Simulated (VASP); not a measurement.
**SrO: single point with LDA**

SrO:

```
CELL_PARAMETERS angstrom
0.00000 2.53041 2.53041
2.53041 0.00000 2.53041
2.53041 2.53041 0.00000
ATOMIC_POSITIONS crystal
Sr 0.50000 0.50000 0.50000
O 0.00000 0.00000 0.00000
```

```yaml
Program: VASP 6.6.1
Task: single point
Functional: LDA
Potentials_or_basis: VASP PAW LDA potentials, release 64 (Sr_sv, O)
Cutoff: 520 eV
k_mesh: 9 × 9 × 9
Occupations: fermi-dirac, width 0.15 eV
Spin: no spin polarisation
```

| Property | Result |
| --- | --- |
| Pressure | 1.1 GPa |
| Band gap on the k mesh | 3.12 eV (least direct gap 3.18 eV) |

Levels at points of the mesh, in eV from the valence-band top:
| k point | band 5 | band 6 | band 7 | band 8 | band 9 | band 10 | band 11 | band 12 |
| --- | --- | --- | --- | --- | --- | --- | --- | --- |
| (0.00, 0.00, 0.00) | -13.60 | 0.00 | 0.00 | 0.00 | 4.15 | 6.20 | 6.20 | 6.20 |

Wall time 32 s on 1 thread of Intel Xeon 8259CL, on a shared host, peak memory 0.15 GiB.

Caveat: an odd mesh through Γ misses points on the zone boundary, where band edges can lie.
